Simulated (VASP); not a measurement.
Write the native input for VASP 6.6.1 that does the following.

```
Task                   : single point
Functional             : LDA
Potentials or basis    : VASP PAW LDA potentials, release 64 (Y_sv, Te)
Cutoff                 : 520 eV
k mesh                 : 8 × 8 × 7
Occupations            : methfessel-paxton, width 0.05 eV
Spin                   : no spin polarisation
Dipole correction      : no
Further INCAR settings : ALGO = Normal; EDIFF = 1e-06; NBANDS = 16
```

The structure of YTe lies in POSCAR:

```
YTe
1.0
    4.1896849309      0.0000000000      0.0000000000
   -2.0948424655      3.6283737976      0.0000000000
    0.0000000000      0.0000000000      4.1413267340
Y Te
1 1
Direct
    0.3333333333      0.6666666667      0.0000000000
    0.6666666667      0.3333333333      0.5000000000
```

These files were run (other wordings do the same):

INCAR

```
PREC     = Accurate       # precision mode
ENCUT    = 520            # plane-wave cutoff, eV
EDIFF    = 1E-6           # SCF threshold, eV
ISMEAR   = 1              # smearing method
SIGMA    = 0.05           # smearing width, eV
LREAL    = False          # projectors in reciprocal space
LASPH    = True           # aspherical terms in the spheres
NELM     = 80             # most SCF steps
ALGO     = Normal         # electronic algorithm
ISIF     = 2              # what is computed and relaxed
LWAVE    = False          # write WAVECAR
LCHARG   = True           # write CHGCAR
GGA      = CA             # functional
LELF     = True           # ELF
LVHAR    = True         
NBANDS   = 16             # bands
```

KPOINTS

```
regular mesh
0
Gamma
  8 8 7
```

Potentials or basis: VASP PAW LDA potentials, release 64 (Y_sv, Te).

Launch:

```console
$ cat potpaw_LDA.64/Y_sv/POTCAR potpaw_LDA.64/Te/POTCAR > POTCAR
$ mpirun -np 1 vasp_std > vasp.out
```

It gave:

- Pressure: -7.0 GPa

Run time: 37 s on 1 thread of Intel(R) Xeon(R) Platinum 8259CL CPU @ 2.50GHz (Skylake/Cascade Lake), with other jobs on the host, peak memory 0.18 GiB.
